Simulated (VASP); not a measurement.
**ZrOs: electric field gradients with LDA**

The system is ZrOs.

```
CELL_PARAMETERS angstrom
2.75212 0.00000 0.00000
0.00000 2.75212 0.00000
0.00000 0.00000 2.75212
ATOMIC_POSITIONS crystal
Zr 0.50000 0.50000 0.50000
Os 0.00000 0.00000 0.00000
```

This cell differs from its parent crystal: volume scaled by 0.6.

```yaml
Program: VASP 6.6.1
Task: electric field gradients
Functional: LDA
Potentials_or_basis: VASP PAW LDA potentials, release 64 (Zr_sv, Os)
Cutoff: 520 eV
k_mesh: 11 × 11 × 11
Occupations: fermi-dirac, width 0.05 eV
Spin: no spin polarisation
Dipole_correction: no
Further_INCAR_settings: ALGO = Normal; EDIFF = 1e-08; NBANDS = 17
```

| Property | Result |
| --- | --- |
| Pressure | 307.7 GPa |
| Band gap on the k mesh | zero (band 10 reaches 19.40 eV, above the bottom of band 11 at 16.30 eV) |

Levels at points of the mesh, in eV from the Fermi level:
```
           k point  band 7  band 8  band 9  band 10  band 11  band 12  band 13  band 14
(0.00, 0.00, 0.00)   -9.24   -3.29   -3.29    -3.29     2.84     2.84     8.98     8.98
```

Run time: 9.1 s on 1 thread of Intel(R) Xeon(R) 6975P-C (Granite Rapids), on a shared host, peak memory 0.13 GiB.

Caveat: without QUAD_EFG the Cq values of the log hold for a quadrupole moment of 1 mb, not for the nuclei; spin-orbit coupling is left out, which moves the levels of the heavy elements.
